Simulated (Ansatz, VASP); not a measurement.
# Two plane-wave programs on HfO2

The input INCAR:

```
PREC = Accurate
ENCUT = 600
EDIFF = 1E-6
ISMEAR = 0
SIGMA = 0.1
LREAL = False
LASPH = True
NELM = 100
ALGO = Normal
ISIF = 3
LWAVE = False
LCHARG = False
GGA = PE
IBRION = 2
NSW = 100
EDIFFG = -0.05
```

File KPOINTS:

```
regular mesh
0
Gamma
  6 6 4
```

Contents of POSCAR:

```
HfO2
1.0
    3.5580193300      0.0000000000      0.0000000000
    0.0000000000      3.5580193300      0.0000000000
    0.0000000000      0.0000000000      5.1718612100
Hf O
2 4
Direct
    0.5000000000      0.5000000000      0.5000000000
    0.0000000000      0.0000000000      0.0000000000
    0.0000000000      0.5000000000      0.6972078800
    0.5000000000      0.0000000000      0.8027921200
    0.5000000000      0.0000000000      0.3027921200
    0.0000000000      0.5000000000      0.1972078800
```

Input for Ansatz:

```yaml
crystal:
  lattice:
    - [3.55801933, 0.0, 0.0]
    - [0.0, 3.55801933, 0.0]
    - [0.0, 0.0, 5.17186121]
  atoms:
    - { symbol: Hf, position: [0.5, 0.5, 0.5] }
    - { symbol: Hf, position: [0.0, 0.0, 0.0] }
    - { symbol: O, position: [0.0, 0.5, 0.69720788] }
    - { symbol: O, position: [0.5, 0.0, 0.80279212] }
    - { symbol: O, position: [0.5, 0.0, 0.30279212] }
    - { symbol: O, position: [0.0, 0.5, 0.19720788] }
basis:
  ecutwfc: 420
kpoints:
  mp_grid: { grid: [6, 6, 4] }
hamiltonian:
  xc: pbe
scf:
  occupations: { method: gaussian, width: 0.1 }
output:
  forces: true
  stress: true
  eigenvalues: true
relax:
  adjacent_minimum: "off"
  f_tol: 0.05
  max_steps: 80
  cell: { stress_tol: 0.5 }
```

Alike in both runs: task relaxation of cell and atoms; functional PBE; k mesh 6 × 6 × 4; occupations gaussian, width 0.1 eV; no spin polarisation.

|  | VASP | Ansatz |
| --- | --- | --- |
| version | VASP 6.6.1 | Ansatz 0.2.0 |
| potentials or method | VASP PAW PBE potentials, release 64 (Hf_pv, O), cutoff 600 eV | scalar-relativistic, plane waves, PAW |
| valence electrons in the cell | 44 | 76 |

|  | VASP | Ansatz | Ansatz less VASP |
| --- | --- | --- | --- |
| gap on the k mesh at the Fermi level, each at its own relaxed structure (eV) | 4.65 | 4.65 | -0.001 |
| relaxed volume (Å³/atom) | 11.18 | 11.36 | +0.186 |
| relaxed cell length with the largest relative difference (Å) | 5.210 | 5.251 | +0.0408 |

VASP's potentials hold 44 valence electrons a cell and Ansatz's 76, so a difference there can come from the potentials and not from the codes.

Neither program's run includes spin-orbit coupling.
